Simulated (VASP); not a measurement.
# Sc (P6_3/mmc) in VASP: a series of runs, part 2 of 3

VASP 6.6.1. Earlier steps stand in the parts before.

### Step 5. Relaxation of cell and atoms, PBEsol

This run uses another cell than the first one, of 24.97 Å³/atom, 1.057 times its volume.

INCAR

```
SYSTEM = Sc
PREC = Accurate
ENCUT = 600
EDIFF = 1E-6
ISMEAR = 0
SIGMA = 0.1
LREAL = .False.
LASPH = .True.
NELM = 80
ALGO = Normal
ISIF = 3
LWAVE = .False.
LCHARG = .False.
GGA = PS
IBRION = 2
NSW = 100
EDIFFG = -0.005
```

KPOINTS

```
regular mesh
0
Gamma
  12 12 8
  0 0 0
```

POSCAR

```
Sc
1.0
    3.3087978973      0.0000000000      0.0000000000
   -1.6543989486      2.8655030350      0.0000000000
    0.0000000000      0.0000000000      5.2680000000
Sc
2
Direct
    0.3333333333      0.6666666667      0.2500000000
    0.6666666667      0.3333333333      0.7500000000
```

Potentials or basis: VASP PAW PBE potentials, release 64 (Sc_sv).

Command:

```bash
> cat potpaw_PBE.64/Sc_sv/POTCAR > POTCAR
> mpirun -np 1 vasp_std > vasp.out
```

OUTCAR:

```text
SYSTEM = Sc
   PREC = Accurate
   ENCUT = 600
   EDIFF = 1E-6
   ISMEAR = 0
   LREAL = .False.
   LASPH = .True.
   NELM = 80
   ISIF = 3
   GGA = PS
   IBRION = 2
   NSW = 100
   EDIFFG = -0.005

 ion  position               nearest neighbor table
   1  0.333  0.667  0.250-   2 3.25   2 3.25   2 3.25   2 3.25   2 3.25   2 3.25
   2  0.667  0.333  0.750-   1 3.25   1 3.25   1 3.25   1 3.25   1 3.25   1 3.25

  LATTYP: Found a hexagonal cell.
 ALAT       =     3.3087978973
 C/A-ratio  =     1.5921190002

  Lattice vectors:

 A1 = (   3.3087978973,   0.0000000000,   0.0000000000)
 A2 = (  -1.6543989486,   2.8655030350,   0.0000000000)
 A3 = (   0.0000000000,   0.0000000000,   5.2680000000)

Analysis of symmetry for initial positions (statically):
=====================================================================
 Subroutine PRICEL returns:
 Original cell was already a primitive cell.

 Routine SETGRP: Setting up the symmetry group for a
 hexagonal supercell.

 Subroutine GETGRP returns: Found 24 space group operations
 (whereof 12 operations were pure point group operations)
 out of a pool of 24 trial point group operations.

The static configuration has the point symmetry D_3d.
 The point group associated with its full space group is D_6h.

Analysis of symmetry for dynamics (positions and initial velocities):
=====================================================================
 Subroutine PRICEL returns:
 Original cell was already a primitive cell.

 Routine SETGRP: Setting up the symmetry group for a
 hexagonal supercell.

 Subroutine GETGRP returns: Found 24 space group operations
 (whereof 12 operations were pure point group operations)
 out of a pool of 24 trial point group operations.

The dynamic configuration has the point symmetry D_3d.
 The point group associated with its full space group is D_6h.

 Subroutine INISYM returns: Found 24 space group operations
 (whereof 12 operations are pure point group operations),
 and found     1 'primitive' translations

----------------------------------------------------------------------------------------

[... 108 lines left out ...]
   EFERMI_NEDOS =   21; number of points for ismear=-14 and -15
   IALGO  =     38    algorithm
   IMIX   =      4    mixing-type and parameters
     AMIX     =   0.40;   BMIX     =  1.00
     AMIX_MAG =   1.60;   BMIX_MAG =  1.00
  volume/ion in A,a.u.               =      24.97       168.53
  Fermi-wavevector in a.u.,A,eV,Ry     =   1.245595  2.353833 21.109524  1.551506
  Thomas-Fermi vector in A             =   2.379810
   LORBIT       =      0    0 simple, 1 ext, 2 COOP (PROOUT), +10 PAW based schemes
   GGA     = PS    functional components
   LHFCALC =     F    Hartree Fock is set to
   AEXX    =    0.0000 exact exchange contribution
   IVDW    =     0    specifies the selected vdW correction
   LEPSILON=     F    determine dielectric tensor
   LRPA    =     F    only Hartree local field effects (RPA)
 conjugate gradient relaxation of ions
 non-spin polarized calculation
 Gauss-broadening in eV      SIGMA  =   0.10
  energy-cutoff  :      600.00
  volume of cell :       49.95
 maximum number of plane-waves:      1713
 NGX is ok and might be reduce to    28
   NGX = 13   NGY = 13   NGZ = 21

--------------------------------------- Ionic step        1  -------------------------------------------

 number of electron      22.0000001 magnetization

 Free energy of the ion-electron system (eV)
  ---------------------------------------------------
  ext. energy  EPLUGINS =         0.00000000
  ---------------------------------------------------
  free energy    TOTEN  =       -13.19457720 eV

  energy without entropy =      -13.17336575  energy(sigma->0) =      -13.18397147

 E-fermi :   3.5028     XC(G=0):  -9.9366

 val. band max:        3.4976465085   @ k =   0.4167   0.1667   0.3750
 cond. band min:       3.5104834797   @ k =   0.4167   0.1667   0.3750
 fundamental gap:      0.0128369712
 Fermi energy:         3.5028049872

 k-point     1 :       0.0000    0.0000    0.0000
  band No.  band energies     occupation
      1     -45.7405      2.00000
      2     -45.6775      2.00000
      3     -24.6400      2.00000
      4     -24.3114      2.00000
      5     -24.3114      2.00000
      6     -24.2535      2.00000
      7     -24.2535      2.00000
      8     -24.2359      2.00000
      9      -1.6141      2.00000
     10       1.8310      2.00000
     11       3.9399      0.00000
     12       5.0898      0.00000
     13       5.0898      0.00000
     14       5.2085      0.00000
[... 558 lines left out ...]
--------------------------------------- Ionic step        5  -------------------------------------------

 number of electron      21.9999999 magnetization

 Free energy of the ion-electron system (eV)
  ---------------------------------------------------
  ext. energy  EPLUGINS =         0.00000000
  ---------------------------------------------------
  free energy    TOTEN  =       -13.22270660 eV

  energy without entropy =      -13.20373776  energy(sigma->0) =      -13.21322218

 E-fermi :   3.8111     XC(G=0): -10.1576

 val. band max:        3.8100742871   @ k =   0.1667   0.0833   0.0000
 cond. band min:       3.8162529745   @ k =   0.2500   0.1667   0.3750
 fundamental gap:      0.0061786874
 Fermi energy:         3.8111319272

 k-point     1 :       0.0000    0.0000    0.0000
  band No.  band energies     occupation
      1     -45.2868      2.00000
      2     -45.1995      2.00000
      3     -24.2478      2.00000
      4     -23.8496      2.00000
      5     -23.8496      2.00000
      6     -23.7716      2.00000
      7     -23.7716      2.00000
      8     -23.7374      2.00000
      9      -1.3975      2.00000
     10       2.1158      2.00000
     11       4.5522      0.00000
     12       5.4453      0.00000
     13       5.4453      0.00000
     14       5.7408      0.00000
[... 444 lines left out ...]
  FREE ENERGIE OF THE ION-ELECTRON SYSTEM (eV)
  ---------------------------------------------------
  free  energy   TOTEN  =       -13.2227065988 eV

  energy  without entropy=      -13.2037377585  energy(sigma->0) =      -13.21322218

 reached required accuracy - stopping structural energy minimisation
```

CONTCAR:

```text
Sc
   1.00000000000000
     3.2767413699097290   -0.0000000000005733    0.0000000000000000
    -1.6383706849058453    2.8377412679246876   -0.0000000000000000
     0.0000000000000000    0.0000000000000000    5.0895378564174738
  Sc
     2
Direct
     0.3333333332999970    0.6666666667000030    0.2500000000000000
     0.6666666667000030    0.3333333332999970    0.7500000000000000

  0.00000000E+00  0.00000000E+00  0.00000000E+00
  0.00000000E+00  0.00000000E+00  0.00000000E+00
```

Wall time 4.5 min (1 thread of AMD EPYC 7R43 (Zen 3), shared host); peak memory 0.21 GiB.

Results:

| Property | Result |
| --- | --- |
| Free energy | -13.2227 eV |
| Relaxed volume | 23.66 Å³/atom |
| Relaxed cell | a = 3.277 Å, b = 3.277 Å, c = 5.090 Å, α = 90.00°, β = 90.00°, γ = 120.00° |
| Space group after relaxing (to 0.05 Å) | P6_3/mmc (No. 194) |
| Energy gained by relaxing | 14.1 meV/atom |
| Ionic steps | 5 |
| Pressure after relaxing | 0.0 GPa |
| Band gap on the k mesh | zero (band 11 reaches 4.82 eV, above the bottom of band 12 at 3.26 eV) |

Step by step:
```
step  energy change (eV)  largest force (eV/Å)  pressure (GPa)  volume (Å³)
   1              0.0000                0.0000           -2.79        49.95
   2             -0.0262                0.0000            0.59        46.87
   3             -0.0267                0.0000            0.16        47.22
   4             -0.0279                0.0000            0.07        47.29
   5             -0.0281                0.0000            0.01        47.33
```

Final structure:
```xyz
2
Lattice="3.2767 0.0000 0.0000 -1.6384 2.8377 0.0000 0.0000 0.0000 5.0895" Properties=species:S:1:pos:R:3 pbc="T T T"
Sc    0.0000    1.8918    1.2724
Sc    1.6384    0.9459    3.8172
```

Levels at points of the mesh, in eV from the Fermi level:
```tsv
k point	band 9	band 10	band 11	band 12	band 13	band 14
(0.00, 0.00, 0.00)	-5.21	-1.70	0.74	1.63	1.63	1.93
(0.50, 0.00, 0.00)	-1.65	-1.11	-0.72	-0.32	1.36	1.36
(0.00, 0.00, 0.50)	-3.61	-3.61	1.01	1.01	1.54	1.54
(0.50, 0.00, 0.50)	-1.54	-1.54	0.08	0.08	1.36	1.36
```

Caveat: the PAW data sets were made with another functional, which shifts forces and pressure a little.

(Continued in part 3 of 3.)
